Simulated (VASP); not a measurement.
A run of VASP 6.6.1:

Contents of INCAR:

```
  PREC = Accurate
  ENCUT = 520
  EDIFF = 1E-7
  ISMEAR = 0
  SIGMA = 0.1
  LREAL = False
  LASPH = True
  NELM = 100
  ALGO = Fast
  ISIF = 2
  LWAVE = False
  LCHARG = False
  GGA = PS
  NBANDS = 18
```

The input KPOINTS:

```
regular mesh
0
Gamma
  14 14 12
```

The input POSCAR:

```
HgPt
1.0
    2.8475205996      0.0000000000      0.0000000000
    0.0000000000      2.8475205996      0.0000000000
    0.0000000000      0.0000000000      3.7243489260
Hg Pt
1 1
Direct
    0.0000000000      0.0000000000      0.0000000000
    0.5000000000      0.5000000000      0.5000000000
```

Potentials or basis: VASP PAW PBE potentials, release 64 (Hg, Pt).

Command:

```sh
$ cat potpaw_PBE.64/Hg/POTCAR potpaw_PBE.64/Pt/POTCAR > POTCAR
$ mpirun -np 1 vasp_std > vasp.out
```

Hardware: 1 thread of Intel Xeon 8259CL (shared host).

**Question.** How long does it take, and how much memory?

**Answer.** It took 83 s on 1 thread of Intel Xeon 8259CL, with other jobs on the host, peak memory 0.26 GiB. Counts: scf iterations 14, k points 252.
